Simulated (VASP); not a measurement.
BW5, 6 atoms in the cell. The cell holds a slab with vacuum, 6 atoms: a = 3.154 Å, b = 3.154 Å, c = 25.309 Å, α = 90.00°, β = 90.00°, γ = 90.00°. 

* Program: VASP 6.6.1
* Task: single point
* Functional: PBEsol
* Potentials or basis: VASP PAW PBE potentials, release 64 (W_sv, B)
* Cutoff: 520 eV
* k mesh: 9 × 9 × 1
* Occupations: gaussian, width 0.1 eV
* Spin: no spin polarisation
* Dipole correction: yes
* Further INCAR settings: ALGO = Normal; EDIFF = 1e-06; NBANDS = 46

Potentials or basis: VASP PAW PBE potentials, release 64 (W_sv, B).

Command:

```bash
$ cat potpaw_PBE.64/W_sv/POTCAR potpaw_PBE.64/B/POTCAR > POTCAR
$ mpirun -np 1 vasp_std > vasp.out
```

Hardware: 1 thread of Intel(R) Xeon(R) 6975P-C (Granite Rapids) (shared host).

Estimate the wall time of this run.

Run time: 3.9 min on 1 thread of Intel(R) Xeon(R) 6975P-C (Granite Rapids), on a shared host, peak memory 0.39 GiB. Counts: scf iterations 38, k points 15.
